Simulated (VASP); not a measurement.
# Si2Ni (Fm-3m) in VASP: a series of runs

The runs below take Si2Ni through single point, relaxation of cell and atoms, with BLYP, revPBE, LDA.

All numbers are computed with VASP 6.6.1; they aren't measurements. Logs are shortened: lines on timing, memory, paths and dates and some standing lists are left out, and cuts for length are marked.

## Step 1: The cell of the first run

The structure is cubic, space group Fm-3m (No. 225). Conventional cell: a = 5.406 Å, b = 5.406 Å, c = 5.406 Å, α = 90.00°, β = 90.00°, γ = 90.00°. Within 3.1 Å of Ni (site symmetry m-3m) lie 8 Si at 2.34 Å. Within 3.1 Å of Si (site symmetry -43m) lie 4 Ni at 2.34 Å and 6 Si at 2.70 Å.

## Step 2: Single point, BLYP, collinear spin, ferromagnetic start

Contents of INCAR:

```
  AGGAC = 1.0
  AGGAX = 1.0
  ALDAC = 0.0
  ALDAX = 1.0
  ALGO = Normal
  EDIFF = 1E-7
  ENCUT = 520
  GGA = B5
  ISIF = 2
  ISMEAR = -1
  ISPIN = 2
  LASPH = T
  LCHARG = F
  LMAXMIX = 4
  LORBIT = 11
  LREAL = F
  LWAVE = F
  MAGMOM = 1 0 0
  NBANDS = 20
  NELM = 150
  PREC = Accurate
  SIGMA = 0.05
```

Contents of KPOINTS:

```
k-points
0
Gamma
  9 9 9
```

Contents of POSCAR:

```
Si2Ni
1.0
    0.0000000000      2.7030000000      2.7030000000
    2.7030000000      0.0000000000      2.7030000000
    2.7030000000      2.7030000000      0.0000000000
Ni Si
1 2
Direct
    0.0000000000      0.0000000000      0.0000000000
    0.7500000000      0.7500000000      0.7500000000
    0.2500000000      0.2500000000      0.2500000000
```

Potentials or basis: VASP PAW PBE potentials, release 64 (Ni, Si).

Started as:

```sh
$ cat potpaw_PBE.64/Ni/POTCAR potpaw_PBE.64/Si/POTCAR > POTCAR
$ mpirun -np 1 vasp_std > vasp.out
```

OUTCAR:

```text
EDIFF = 1E-7
   ENCUT = 520
   GGA = B5
   ISIF = 2
   ISMEAR = -1
   ISPIN = 2
   LASPH = T
   LORBIT = 11
   LREAL = F
   NELM = 150
   PREC = Accurate

 ion  position               nearest neighbor table
   1  0.000  0.000  0.000-   2 2.34   2 2.34   3 2.34   3 2.34   2 2.34   2 2.34   3 2.34   3 2.34

   2  0.750  0.750  0.750-   1 2.34   1 2.34   1 2.34   1 2.34   3 2.70   3 2.70   3 2.70   3 2.70
                             3 2.70   3 2.70
   3  0.250  0.250  0.250-   1 2.34   1 2.34   1 2.34   1 2.34   2 2.70   2 2.70   2 2.70   2 2.70
                             2 2.70   2 2.70

  LATTYP: Found a face centered cubic cell.
 ALAT       =     5.4060000000

  Lattice vectors:

 A1 = (   0.0000000000,   2.7030000000,   2.7030000000)
 A2 = (   2.7030000000,   0.0000000000,   2.7030000000)
 A3 = (   2.7030000000,   2.7030000000,   0.0000000000)

Analysis of symmetry for initial positions (statically):
=====================================================================
 Subroutine PRICEL returns:
 Original cell was already a primitive cell.

 Routine SETGRP: Setting up the symmetry group for a
 face centered cubic supercell.

 Subroutine GETGRP returns: Found 48 space group operations
 (whereof 48 operations were pure point group operations)
 out of a pool of 48 trial point group operations.

The static configuration has the point symmetry O_h .

Analysis of symmetry for dynamics (positions and initial velocities):
=====================================================================
 Subroutine PRICEL returns:
 Original cell was already a primitive cell.

 Routine SETGRP: Setting up the symmetry group for a
 face centered cubic supercell.

 Subroutine GETGRP returns: Found 48 space group operations
 (whereof 48 operations were pure point group operations)
 out of a pool of 48 trial point group operations.

The dynamic configuration has the point symmetry O_h .

Analysis of structural, dynamic, and magnetic symmetry:
=====================================================================
 Subroutine PRICEL returns:
 Original cell was already a primitive cell.

 Routine SETGRP: Setting up the symmetry group for a
 face centered cubic supercell.

 Subroutine GETGRP returns: Found 48 space group operations
 (whereof 48 operations were pure point group operations)
 out of a pool of 48 trial point group operations.

The overall configuration has the point symmetry O_h .

 Subroutine INISYM returns: Found 48 space group operations
 (whereof 48 operations are pure point group operations),
 and found     1 'primitive' translations
[... 122 lines left out ...]
   GGA     = B5    functional components
   LHFCALC =     F    Hartree Fock is set to
   AEXX    =    0.0000 exact exchange contribution
   IVDW    =     0    specifies the selected vdW correction
   LEPSILON=     F    determine dielectric tensor
   LRPA    =     F    only Hartree local field effects (RPA)
 spin polarized calculation
  energy-cutoff  :      520.00
  volume of cell :       39.50
 maximum number of plane-waves:      1073
   NGX = 15   NGY = 15   NGZ = 15

 number of electron      17.9999999 magnetization      -0.0005027

 number of electron      17.9999999 magnetization       0.0000063

 Free energy of the ion-electron system (eV)
  ---------------------------------------------------
  ext. energy  EPLUGINS =         0.00000000
  ---------------------------------------------------
  free energy    TOTEN  =       -14.34533536 eV

  energy without entropy =      -14.33957925  energy(sigma->0) =      -14.34245731

 E-fermi :  10.9536     XC(G=0): -10.9236

 val. band max:       10.8585825355   @ k =   0.3333   0.2222   0.0000
 cond. band min:      11.0375969166   @ k =  -0.4444   0.4444   0.1111
 fundamental gap:      0.1790143811
 Fermi energy:        10.9535678326

 spin component 1

 k-point     1 :       0.0000    0.0000    0.0000
  band No.  band energies     occupation
      1      -2.8452      1.00000
      2       5.7363      1.00000
      3       5.7363      1.00000
      4       5.7363      1.00000
      5       7.4261      1.00000
      6       7.4261      1.00000
[... 541 lines left out ...]
     19      24.8523      0.00000
     20      24.8523      0.00000

 [... further k-points ...]

 spin component 2

 k-point     1 :       0.0000    0.0000    0.0000
  band No.  band energies     occupation
      1      -2.8452      1.00000
      2       5.7363      1.00000
      3       5.7363      1.00000
      4       5.7363      1.00000
      5       7.4260      1.00000
      6       7.4260      1.00000
[... 541 lines left out ...]
     19      24.8523      0.00000
     20      24.8523      0.00000

 [... further k-points ...]

------------------------ aborting loop because EDIFF is reached ----------------------------------------

  FORCE on cell =-STRESS in cart. coord.  units (eV):
  Direction    XX          YY          ZZ          XY          YZ          ZX
  --------------------------------------------------------------------------------------
  -------------------------------------------------------------------------------------
  Total        2.8735360      2.8735360      2.8735360      0.0000000     -0.0000000     -0.0000000
  in kB      116.5625638    116.5625638    116.5625638      0.0000000     -0.0000000     -0.0000000
  external PRESSURE =     116.5625638 kB  Pullay stress =       0.0000000 kB

 VOLUME and BASIS-vectors are now :
 -----------------------------------------------------------------------------
  energy-cutoff  :      520.00
  volume of cell :       39.50
      direct lattice vectors                 reciprocal lattice vectors
     0.000000000  2.703000000  2.703000000    -0.184979652  0.184979652  0.184979652
     2.703000000  0.000000000  2.703000000     0.184979652 -0.184979652  0.184979652
     2.703000000  2.703000000  0.000000000     0.184979652  0.184979652 -0.184979652

 POSITION                                       TOTAL-FORCE (eV/Angst)
 -----------------------------------------------------------------------------------
      0.00000      0.00000      0.00000         0.000000      0.000000      0.000000
      4.05450      4.05450      4.05450        -0.000000     -0.000000      0.000000
      1.35150      1.35150      1.35150         0.000000      0.000000     -0.000000
 -----------------------------------------------------------------------------------
    total drift:                               -0.000000     -0.000000      0.000000

  FREE ENERGIE OF THE ION-ELECTRON SYSTEM (eV)
  ---------------------------------------------------
  free  energy   TOTEN  =       -14.3453353616 eV

  energy  without entropy=      -14.3395792519  energy(sigma->0) =      -14.34245731

 total charge

# of ion       s       p       d       tot
------------------------------------------
    1        0.561   0.790   8.488   9.839
    2        0.759   0.851   0.000   1.610
    3        0.759   0.851   0.000   1.610
--------------------------------------------------
tot          2.079   2.492   8.488  13.060

 magnetization (x)

# of ion       s       p       d       tot
------------------------------------------
    1        0.000   0.000  -0.000  -0.000
    2        0.000   0.000   0.000   0.000
    3        0.000   0.000   0.000   0.000
--------------------------------------------------
tot          0.000   0.000  -0.000   0.000
```

OSZICAR:

```text
N       E                     dE             d eps       ncg     rms          rms(c)
DAV:   1     0.784193316809E+02    0.78419E+02   -0.71403E+03  2816   0.899E+02
DAV:   2    -0.107275782902E+02   -0.89147E+02   -0.79665E+02  2928   0.200E+02
DAV:   3    -0.158433919103E+02   -0.51158E+01   -0.50059E+01  3404   0.501E+01
DAV:   4    -0.159275652174E+02   -0.84173E-01   -0.83987E-01  3248   0.577E+00
DAV:   5    -0.159295132952E+02   -0.19481E-02   -0.19479E-02  3376   0.943E-01    0.157E+01
DAV:   6    -0.199717996665E+02   -0.40423E+01   -0.25047E+01  3168   0.109E+02    0.216E+01
DAV:   7    -0.144289548777E+02    0.55428E+01   -0.80005E+00  3532   0.685E+01    0.267E+00
DAV:   8    -0.143812366956E+02    0.47718E-01   -0.85593E-01  3780   0.129E+01    0.237E+00
DAV:   9    -0.143458897035E+02    0.35347E-01   -0.16085E-01  3356   0.678E+00    0.474E-01
DAV:  10    -0.143452460417E+02    0.64366E-03   -0.58804E-03  3940   0.101E+00    0.239E-01
DAV:  11    -0.143453059707E+02   -0.59929E-04   -0.60090E-04  3656   0.262E-01    0.103E-01
DAV:  12    -0.143453335737E+02   -0.27603E-04   -0.42194E-05  3492   0.496E-02    0.362E-02
DAV:  13    -0.143453354717E+02   -0.18980E-05   -0.57579E-06  3184   0.351E-02    0.104E-02
DAV:  14    -0.143453354998E+02   -0.28083E-07   -0.14547E-06  3292   0.171E-02    0.490E-03
DAV:  15    -0.143453353749E+02    0.12485E-06   -0.36069E-07  3220   0.529E-03    0.244E-03
DAV:  16    -0.143453353616E+02    0.13279E-07   -0.17885E-08  1840   0.179E-03
   1 F= -.14345335E+02 E0= -.14342457E+02  d E =-.575611E-02  mag=     0.0000
```

stdout:

```text
POSCAR found type information on POSCAR NiSi
 POSCAR found :  2 types and       3 ions
 scaLAPACK will be used
 -----------------------------------------------------------------------------
|                                                                             |
|                                                                             |
|     You enforced a specific xc type in the INCAR file but a different       |
|     I HOPE YOU KNOW WHAT YOU ARE DOING!                                     |
|                                                                             |
 -----------------------------------------------------------------------------

 LDA part: xc-table for (Slater(with rela. corr.)+VWN5), standard interpolation
 POSCAR, INCAR and KPOINTS ok, starting setup
 FFT: planning ... GRIDC
 FFT: planning ... GRID_SOFT
 FFT: planning ... GRID
 WAVECAR not read
 entering main loop
```

It took 63 s on 1 thread of Intel Xeon Platinum 8259CL at 2.50GHz (Skylake/Cascade Lake), shared host; peak memory 0.19 GiB.

Results:

```
Free energy                                           : -14.3453 eV
Pressure                                              : 11.7 GPa
Band gap on the k mesh                                : zero (filled and empty bands overlap)
Net moment                                            : 0.00 μB per cell
Valence electrons inside the program's atomic spheres : Ni 9.84; Si 1.61
```

Levels at points of the mesh, in eV from the Fermi level:
Spin up:
```csv
k point,band 5,band 6,band 7,band 8,band 9,band 10,band 11,band 12,band 13,band 14
"(0.00, 0.00, 0.00)",-3.53,-3.53,-0.53,1.70,1.70,1.70,2.40,2.40,2.40,4.78
```
Spin down:
```csv
k point,band 7,band 8,band 9,band 10,band 11,band 12
"(0.00, 0.00, 0.00)",-0.53,1.70,1.70,1.70,2.40,2.40
```

Caveat: the PAW data sets were made with another functional, which shifts forces and pressure a little.

## Step 3: Single point, revPBE, collinear spin, ferromagnetic start

This run uses another cell than the first one, of 13.68 Å³/atom, 1.039 times its volume.

Edit INCAR of step 2 so:

```diff
@@ -1,5 +1 @@
-  AGGAC = 1.0
-  AGGAX = 1.0
-  ALDAC = 0.0
-  ALDAX = 1.0
   ALGO = Normal
@@ -7,3 +3,3 @@
   ENCUT = 520
-  GGA = B5
+  GGA = RE
   ISIF = 2
```

KPOINTS is that of step 2.

Contents of POSCAR:

```
Si2Ni
1.0
    0.0000000000      2.7378305361      2.7378305361
    2.7378305361      0.0000000000      2.7378305361
    2.7378305361      2.7378305361      0.0000000000
Ni Si
1 2
Direct
    0.0000000000      0.0000000000      0.0000000000
    0.7500000000      0.7500000000      0.7500000000
    0.2500000000      0.2500000000      0.2500000000
```

Potentials or basis: VASP PAW PBE potentials, release 64 (Ni, Si).

Started as:

```sh
$ cat potpaw_PBE.64/Ni/POTCAR potpaw_PBE.64/Si/POTCAR > POTCAR
$ mpirun -np 1 vasp_std > vasp.out
```

It took 67 s on 1 thread of Intel Xeon Platinum 8259CL at 2.50GHz (Skylake/Cascade Lake), shared host; peak memory 0.2 GiB.

It converged, with:

| Item | Value |
| --- | --- |
| Free energy | -16.4719 eV |
| Pressure | -0.2 GPa |
| Band gap on the k mesh | zero (filled and empty bands overlap) |
| Net moment | 0.00 μB per cell |
| Valence electrons inside the program's atomic spheres | Ni 9.71; Si 1.57 |

Levels at points of the mesh, in eV from the Fermi level:
Spin up:
```csv
k point,band 6,band 7,band 8,band 9,band 10,band 11,band 12,band 13
"(0.00, 0.00, 0.00)",-3.30,-0.52,1.65,1.65,1.65,2.33,2.33,2.33
```
Spin down:
```csv
k point,band 6,band 7,band 8,band 9,band 10,band 11,band 12,band 13
"(0.00, 0.00, 0.00)",-3.30,-0.52,1.65,1.65,1.65,2.33,2.33,2.33
```

Caveat: the PAW data sets were made with another functional, which shifts forces and pressure a little.

(Continued in part 2 of 2.)
